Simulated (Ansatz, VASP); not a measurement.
## GaN: VASP beside Ansatz

File INCAR:

```
PREC     = Accurate       # precision mode
ENCUT    = 520            # plane-wave cutoff, eV
EDIFF    = 1E-6           # SCF threshold, eV
ISMEAR   = 0              # smearing method
SIGMA    = 0.01           # smearing width, eV
LREAL    = F              # projectors in reciprocal space
LASPH    = T              # aspherical terms in the spheres
NELM     = 60             # most SCF steps
ALGO     = Normal         # electronic algorithm
ISIF     = 2              # what is computed and relaxed
LWAVE    = F              # write WAVECAR
LCHARG   = T              # write CHGCAR
GGA      = PS             # functional
LELF     = T              # ELF
LVHAR    = T            
NBANDS   = 16             # bands
```

Contents of KPOINTS:

```
Automatic mesh
0
Gamma
  6 6 6
```

File POSCAR:

```
GaN
1.0
   -0.0099932888      2.2814947842      2.2862967542
    2.2186698429      0.0096937896      2.2666096758
    2.2376481066      2.2807759862     -0.0092744908
Ga N
1 1
Direct
    0.9866100000      0.9660700000      0.0127900000
    0.7524800000      0.7035100000      0.7684800000
```

Input for Ansatz:

```yaml
crystal:
  lattice:
    - [-0.00999328878361505, 2.281494784224107, 2.286296754159091]
    - [2.218669842850191, 0.009693789619270943, 2.2666096757562046]
    - [2.2376481065641296, 2.2807759862296813, -0.009274490789189193]
  atoms:
    - { symbol: Ga, position: [0.98661, 0.96607, 0.01279] }
    - { symbol: "N", position: [0.75248, 0.70351, 0.76848] }
basis:
  ecutwfc: 540.0
  xc_grid: 2
kpoints:
  mp_grid:
    grid: [6, 6, 6]
hamiltonian:
  xc: pbesol
scf:
  convergence:
    dr2_threshold: 1.0e-09
  occupations:
    method: fixed
output:
  forces: true
  stress: true
```

Alike in both runs: task single point; functional PBEsol; k mesh 6 × 6 × 6; no spin polarisation.

|  | VASP | Ansatz |
| --- | --- | --- |
| version | VASP 6.6.1 | Ansatz 0.2.0 |
| potentials or method | VASP PAW PBE potentials, release 64 (Ga_d, N), cutoff 520 eV | plane waves, PAW |
| occupations | gaussian, width 0.01 eV | fixed |
| valence electrons in the cell | 18 | 18 |

```csv
,VASP,Ansatz,Ansatz less VASP
pressure (GPa),-3.2,-3.0,+0.17
"traceless stress, the component that is largest in VASP (GPa)",4.78,4.85,+0.076
rms of the force components (eV/Å),0.396,0.403,+0.0068
```

VASP's potentials were made for PBE, not for PBEsol. Atom by atom the forces differ by 0.007 eV/Å (rms over components). Ansatz's warnings: stress scf threshold loose.
